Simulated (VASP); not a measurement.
# H4C in VASP: further runs, part 3 of 4

VASP 6.6.1. The steps go on from the part before.

### 4 Single point, PBE+D3(BJ)

Contents of INCAR:

```
ALGO = Normal ; EDIFF = 1E-6
ENCUT = 520 ; GGA = PE
ISIF = 2 ; ISMEAR = -1
IVDW = 12 ; LASPH = True
LCHARG = False ; LREAL = Auto
LWAVE = False ; NBANDS = 58
NELM = 60 ; PREC = Accurate
SIGMA = 0.05
```

Contents of KPOINTS:

```
k-points
0
Gamma
  1 1 1
```

Contents of POSCAR:

```
H4C
1.0
    7.9581140000      0.0000000000      0.0000000000
    0.0000000000      7.9581140000      0.0000000000
    0.0000000000      0.0000000000      7.9581140000
C H
8 32
Direct
    0.3840859782      0.8013582113      0.7351741883
    1.0188720594      0.0718763265      0.8024263035
    0.6458565434      0.6604077298      0.0919438952
    0.3367883395      0.4766958604      0.3978203881
    0.1441798899      0.8792786834      0.2094843075
    0.8934905934      0.5290575129      0.5930550882
    0.4429064474      0.2079261493      0.9570358002
    0.7777093919      0.0961283038      0.3311965624
    0.4486992772      0.6956547745      0.6867456284
    0.4669196747      0.9063705295      0.7412811628
    0.3278917593      0.7563601125      0.8490328236
    0.2882969508      0.8391561116      0.6563112818
    1.1163574686      0.1599248264      0.8390807169
    1.0379092333     -0.0546486265      0.8498244685
    1.0258083762      0.0728438924      0.6647554936
    0.8953126331      0.1279448874      0.8337276898
    0.6672937834      0.5305528420      0.0934392244
    0.6459947671      0.7057325391      0.2173379271
    0.5120685630      0.6734384554      0.0480390203
    0.7300222138      0.7236387918      0.0122767781
    0.2208186513      0.4082499949      0.4080489422
    0.4516522382      0.4211299310      0.4603603316
    0.3237324823      0.5972269309      0.4558492125
    0.3797130828      0.4950670473      0.2614815520
    0.0684207339      0.7765533391      0.2651507631
    0.2688702373      0.8321946632      0.1855464750
    0.1294904798      0.9932629766      0.2773521465
    0.0864652102      0.8998614496      0.0917177110
    0.7705594567      0.5336565925      0.5199221826
    0.9399965871      0.6545395052      0.6319839098
    0.9972714641      0.4834688219      0.5124204051
    0.8833876971      0.4274128267      0.6916714186
    0.3647472253      0.1091590294      1.0239863365
    0.3957344667      0.3310583387      0.9857988966
    0.4479578956      0.2088560179      0.8172036741
    0.5713665323      0.2025605564      1.0044339651
    0.8667757210      0.1946064105      0.3384470240
    0.7743166283      0.0252823722      0.4468269743
    0.8177942663      0.0110201990      0.2282324681
    0.6513854916      0.1528879833      0.3031120188
```

Potentials or basis: VASP PAW PBE potentials, release 64 (C, H).

Started as:

```console
$ cat potpaw_PBE.64/C/POTCAR potpaw_PBE.64/H/POTCAR > POTCAR
$ mpirun -np 1 vasp_gam > vasp.out
```

OUTCAR:

```text
EDIFF = 1E-6
   ENCUT = 520
   GGA = PE
   ISIF = 2
   ISMEAR = -1
   IVDW = 12
   LASPH = True
   LREAL = Auto
   NELM = 60
   PREC = Accurate
 IVDW          = 12

 ion  position               nearest neighbor table
   1  0.384  0.801  0.735-  12 1.03   9 1.06  10 1.07  11 1.07
   2  0.019  0.072  0.802-  13 1.09  14 1.09  15 1.10  16 1.11
   3  0.646  0.660  0.092-  17 1.05  20 1.05  18 1.06  19 1.13
   4  0.337  0.477  0.398-  23 1.07  21 1.07  22 1.13  24 1.15
   5  0.144  0.879  0.209-  28 1.06  27 1.06  26 1.08  25 1.11
[... 336 lines left out ...]
  Total      -0.17996     4.03016     3.77339    -0.23430     3.24107     1.54271
  in kB      -0.57208    12.81157    11.99531    -0.74482    10.30310     4.90415
  external pressure =        8.08 kB  Pullay stress =        0.00 kB

 VOLUME and BASIS-vectors are now :
 -----------------------------------------------------------------------------
  energy-cutoff  :      520.00
  volume of cell :      504.00
      direct lattice vectors                 reciprocal lattice vectors
     7.958114000  0.000000000  0.000000000     0.125657913  0.000000000  0.000000000
     0.000000000  7.958114000  0.000000000     0.000000000  0.125657913  0.000000000
     0.000000000  0.000000000  7.958114000     0.000000000  0.000000000  0.125657913

 POSITION                                       TOTAL-FORCE (eV/Angst)
 -----------------------------------------------------------------------------------
      3.05660      6.37730      5.85060         0.603210     -0.458027      0.700476
      0.15019      0.57200      6.38580        -0.559747      0.839355     -0.883378
      5.13980      5.25560      0.73170        -2.597675      0.227174     -0.185887
      2.68020      3.79360      3.16590         2.447187     -0.034600     -1.278865
      1.14740      6.99740      1.66710        -0.725110     -1.623700      0.157907
      7.11050      4.21030      4.71960        -0.116000     -0.855589     -0.497545
[... 32 lines left out ...]
      6.50810      0.08770      1.81630        -0.347172      0.260000      0.262888
      5.18380      1.21670      2.41220         0.702096     -0.481341      0.168287
 -----------------------------------------------------------------------------------
    total drift:                               -0.001168     -0.021342     -0.000804

  FREE ENERGIE OF THE ION-ELECTRON SYSTEM (eV)
  ---------------------------------------------------
  free  energy   TOTEN  =      -192.2905870405 eV

  energy  without entropy=     -192.2905870404  energy(sigma->0) =     -192.29058704
```

OSZICAR:

```text
N       E                     dE             d eps       ncg     rms          rms(c)
DAV:   1     0.341015809792E+03    0.34102E+03   -0.27165E+04   116   0.910E+02
DAV:   2    -0.157787062292E+03   -0.49880E+03   -0.48088E+03   150   0.203E+02
DAV:   3    -0.216418499565E+03   -0.58631E+02   -0.58253E+02   152   0.720E+01
DAV:   4    -0.218182106416E+03   -0.17636E+01   -0.17602E+01   144   0.153E+01
DAV:   5    -0.218223041751E+03   -0.40935E-01   -0.40920E-01   160   0.217E+00    0.250E+01
DAV:   6    -0.194824582220E+03    0.23398E+02   -0.42539E+01   136   0.190E+01    0.117E+01
DAV:   7    -0.191982767301E+03    0.28418E+01   -0.75670E+00   144   0.816E+00    0.691E+00
DAV:   8    -0.191337548403E+03    0.64522E+00   -0.19725E+00   152   0.438E+00    0.255E+00
DAV:   9    -0.191250192723E+03    0.87356E-01   -0.21747E-01   144   0.139E+00    0.832E-01
DAV:  10    -0.191262421192E+03   -0.12228E-01   -0.59055E-02   136   0.761E-01    0.211E-01
DAV:  11    -0.191264594843E+03   -0.21737E-02   -0.17631E-03   136   0.210E-01    0.123E-01
DAV:  12    -0.191264832903E+03   -0.23806E-03   -0.11046E-03   136   0.162E-01    0.659E-02
DAV:  13    -0.191264854922E+03   -0.22019E-04   -0.35640E-04   136   0.779E-02    0.563E-02
DAV:  14    -0.191264777394E+03    0.77528E-04   -0.11960E-04   136   0.399E-02    0.105E-02
DAV:  15    -0.191264766702E+03    0.10693E-04   -0.23280E-05   152   0.220E-02    0.989E-03
DAV:  16    -0.191264764554E+03    0.21477E-05   -0.46197E-06   144   0.824E-03    0.678E-03
DAV:  17    -0.191264763460E+03    0.10936E-05   -0.14709E-06   120   0.480E-03    0.285E-03
DAV:  18    -0.191264763259E+03    0.20093E-06   -0.58216E-07   112   0.290E-03
   1 F= -.19229059E+03 E0= -.19229059E+03  d E =-.793394E-10
```

stdout:

```text
POSCAR found type information on POSCAR C H
 POSCAR found :  2 types and      40 ions
 scaLAPACK will be used
 LDA part: xc-table for (Slater+PW92), standard interpolation
 POSCAR, INCAR and KPOINTS ok, starting setup
 FFT: planning ... GRIDC
 FFT: planning ... GRID_SOFT
 FFT: planning ... GRID
 WAVECAR not read
 entering main loop
```

Wall time 54 s (1 thread of AMD EPYC 7R13 (Zen 3), shared host); peak memory 0.47 GiB.

Results:

```yaml
Free_energy: -192.2906 eV
Pressure: 0.8 GPa
Largest_force: 2.761 eV/Å
Band_gap_on_the_k_mesh: 7.05 eV
Dispersion_energy_per_atom: -0.026 eV
```

Forces in eV/Å, atoms in the order of the input:
```
C    0.603 -0.458  0.700
C   -0.560  0.839 -0.883
C   -2.598  0.227 -0.186
C    2.447 -0.035 -1.279
C   -0.725 -1.624  0.158
C   -0.116 -0.856 -0.498
C   -0.085 -0.516 -0.028
C   -1.288 -0.561 -1.114
H    0.700 -0.921 -0.784
H    0.715  0.640  0.730
H   -0.124  0.326  1.007
H   -1.881  0.416 -1.685
H    0.292 -0.028  0.498
H   -0.048 -0.043  0.154
H   -0.081 -0.292 -0.122
H    0.261 -0.424  0.188
H    0.594 -1.760 -0.001
H    0.309  0.555  1.124
H    0.865  0.166 -0.010
H    0.931  0.810 -0.900
H   -0.219 -0.636  0.020
H   -1.103 -0.183 -0.237
H   -0.289  0.879  0.170
H   -0.780 -0.178  1.234
H    0.275  0.310  0.229
H    0.684  0.171  0.266
H    0.376  0.796  0.856
H   -0.510  0.271 -1.351
H    1.159  0.145  0.607
H   -0.618 -0.416  0.400
H   -0.490  0.006 -0.206
H   -0.033  1.172 -0.253
H    0.585  0.723 -1.035
H   -0.406  0.691  0.502
H   -0.235 -0.712  0.514
H    0.207 -0.108  0.066
H    0.910  1.024  0.223
H   -0.080 -0.197  0.494
H   -0.347  0.260  0.263
H    0.702 -0.481  0.168
```

Caveat: the k points lie up to 0.79 Å⁻¹ apart; the atoms stand as in a frame of molecular dynamics.

(Part 3 of 4 ends here.)
